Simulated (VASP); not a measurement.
A run of VASP 6.6.1 is set up as follows.

The input INCAR:

```
ALGO     = Normal         # electronic algorithm
EDIFF    = 1E-6           # SCF threshold, eV
ENCUT    = 520            # plane-wave cutoff, eV
ISIF     = 2              # what is computed and relaxed
ISMEAR   = 0              # smearing method
ISPIN    = 2              # spin polarisation
LASPH    = True           # aspherical terms in the spheres
LCHARG   = False          # write CHGCAR
LDAU     = True           # DFT+U
LDAUJ    = 0 0          
LDAUL    = 2 -1           # shell
LDAUPRINT= 1            
LDAUTYPE = 2            
LDAUU    = 6 0            # U, eV
LMAXMIX  = 4              # l up to which the mixer works
LORBIT   = 11             # projections on sites
LREAL    = False          # projectors in reciprocal space
LWAVE    = False          # write WAVECAR
MAGMOM   = 4.47 -0.02     # initial moments
NBANDS   = 20             # bands
NELM     = 150            # most SCF steps
NUPDOWN  = 4.5            # fixed moment
PREC     = Accurate       # precision mode
SIGMA    = 0.05           # smearing width, eV
```

Contents of KPOINTS:

```
k-points
0
Gamma
  7 7 7
```

Contents of POSCAR:

```
MnO
1.0
    0.0000000000      2.2220003300      2.2220003300
    2.2220003300      0.0000000000      2.2220003300
    2.2220003300      2.2220003300      0.0000000000
Mn O
1 1
Direct
    0.0000000000      0.0000000000      0.0000000000
    0.5000000000      0.5000000000      0.5000000000
```

Potentials or basis: VASP PAW LDA potentials, release 64 (Mn_pv, O).

Command:

```console
$ cat potpaw_LDA.64/Mn_pv/POTCAR potpaw_LDA.64/O/POTCAR > POTCAR
$ mpirun -np 1 vasp_std > vasp.out
```

Q: What does it give for the pressure?

A: -10.3 GPa.

Eigenvalues of the final occupation matrices:
```tsv
site	spin	trace	eigenvalues
site 1 d	1	4.68	0.93 0.93 0.94 0.94 0.94
site 1 d	2	0.32	0.06 0.06 0.06 0.07 0.07
```

Caveat: the total moment is fixed, so each spin has its own Fermi level; a cell with one magnetic atom can't hold antiferromagnetic order, which such compounds often take. The state reached can hang on the start; a lower one may exist.
